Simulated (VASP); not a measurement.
Here is a VASP 6.6.1 calculation.

The input INCAR:

```
SYSTEM = GaAsSe3
PREC = Accurate
ENCUT = 520
EDIFF = 1E-7
ISMEAR = 0
SIGMA = 0.1
LREAL = .FALSE.
LASPH = .TRUE.
NELM = 100
ALGO = Normal
ISIF = 2
LWAVE = .FALSE.
LCHARG = .TRUE.
GGA = PE
LELF = .TRUE.
LVHAR = .TRUE.
NBANDS = 26
```

Contents of KPOINTS:

```
Automatic mesh
0
G
  6 6 4
  0 0 0
```

Contents of POSCAR:

```
GaAsSe3
1.0
    4.7676125200      0.0000000000      0.0000000000
   -2.3838062600      4.1288735600      0.0000000000
    0.0000000000      0.0000000000      5.8858333500
Ga As Se
1 1 3
Direct
    0.3333333300      0.6666666700      0.5000000000
    0.6666666700      0.3333333300      0.0000000000
    0.0000000000      0.0000000000      0.7552470000
    0.0000000000      0.0000000000      0.2447530000
    0.6666666700      0.3333333300      0.5000000000
```

Potentials or basis: VASP PAW PBE potentials, release 64 (Ga_d, As, Se).

Launch:

```sh
$ cat potpaw_PBE.64/Ga_d/POTCAR potpaw_PBE.64/As/POTCAR potpaw_PBE.64/Se/POTCAR > POTCAR
$ mpirun -np 1 vasp_std > vasp.out
```

Question: Predict the pressure.

Answer: -1.1 GPa.

Question: Estimate the band gap on the k mesh.

Answer: Zero (band 18 reaches 4.51 eV, above the bottom of band 19 at 3.81 eV).

Question: Estimate the largest force.

Answer: 0.585 eV/Å.

Forces in eV/Å, atoms in the order of the input:
```
Ga   0.000  0.000  0.000
As   0.000  0.000  0.000
Se   0.000  0.000  0.585
Se   0.000  0.000 -0.585
Se   0.000  0.000  0.000
```
